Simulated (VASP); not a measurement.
Input of a VASP 6.6.1 run:

INCAR

```
SYSTEM = Ru
PREC = Accurate
ENCUT = 600
EDIFF = 1E-6
ISMEAR = -1
SIGMA = 0.1
LREAL = .False.
LASPH = .True.
NELM = 60
ALGO = Normal
ISIF = 3
LWAVE = .False.
LCHARG = .False.
GGA = PS
IBRION = 2
NSW = 100
EDIFFG = -0.002
PSTRESS = 10.0
```

Contents of KPOINTS:

```
Automatic mesh
0
Gamma
  20 20 12
  0 0 0
```

Contents of POSCAR:

```
Ru
1.0
    2.6917162925      0.0000000000      0.0000000000
   -1.3458581462      2.3310946891      0.0000000000
    0.0000000000      0.0000000000      4.2477627804
Ru
2
Direct
    0.3333333333      0.6666666667      0.2500000000
    0.6666666667      0.3333333333      0.7500000000
```

Potentials or basis: VASP PAW PBE potentials, release 64 (Ru_pv).

Command:

```console
$ cat potpaw_PBE.64/Ru_pv/POTCAR > POTCAR
$ mpirun -np 1 vasp_std > vasp.out
```

(1) What does it give for the relaxed volume?

(2) What does it give for the space group after relaxing (to 0.1 Å)?

(3) Predict the relaxed cell.

## Answers

(1) 13.29 Å³/atom.

(2) P6_3/mmc (No. 194).

(3) a = 2.689 Å, b = 2.689 Å, c = 4.244 Å, α = 90.00°, β = 90.00°, γ = 120.00°.

Caveat: the cell is relaxed towards a set pressure, so the run minimises the enthalpy, not the energy; the PAW data sets were made with another functional, which shifts forces and pressure a little.
